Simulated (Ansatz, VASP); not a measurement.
# Two plane-wave programs on WC

```
CELL_PARAMETERS angstrom
0.00000 2.19268 2.19268
2.19268 0.00000 2.19268
2.19268 2.19268 0.00000
ATOMIC_POSITIONS crystal
W 0.97581 0.00000 0.00000
C 0.50000 0.50000 0.50000
```

Change from the starting cell: all W atoms moved +0.075 Å, as atom 1 towards its neighbour atom 1 (W) at 3.101 Å.

Alike in both runs: task single point; functional PBEsol; k mesh 18 × 18 × 18; occupations gaussian, width 0.15 eV; no spin polarisation.

```csv
,VASP,Ansatz
version,VASP 6.6.1,Ansatz 0.2.0
potentials or method,"VASP PAW PBE potentials, release 64 (W_sv, C), cutoff 520 eV","scalar-relativistic, plane waves, PAW"
valence electrons in the cell,18,18
```

Ansatz gave:

```
gap on the k mesh at the Fermi level (eV)                     : none
pressure (GPa)                                                : -9.2
traceless stress, the component that is largest in VASP (GPa) : -1.00
rms of the force components (eV/Å)                            : 0.278
```

**Question.** Which values does VASP return?

**Answer.** gap on the k mesh at the Fermi level (eV): none; pressure (GPa): -8.2; traceless stress, the component that is largest in VASP (GPa): -1.01; rms of the force components (eV/Å): 0.282.

VASP's potentials were made for PBE, not for PBEsol. Atom by atom the forces differ by 0.004 eV/Å (rms over components). A gap of «none» marks a metal or a gap that the smearing closes.

Neither program's run includes spin-orbit coupling.
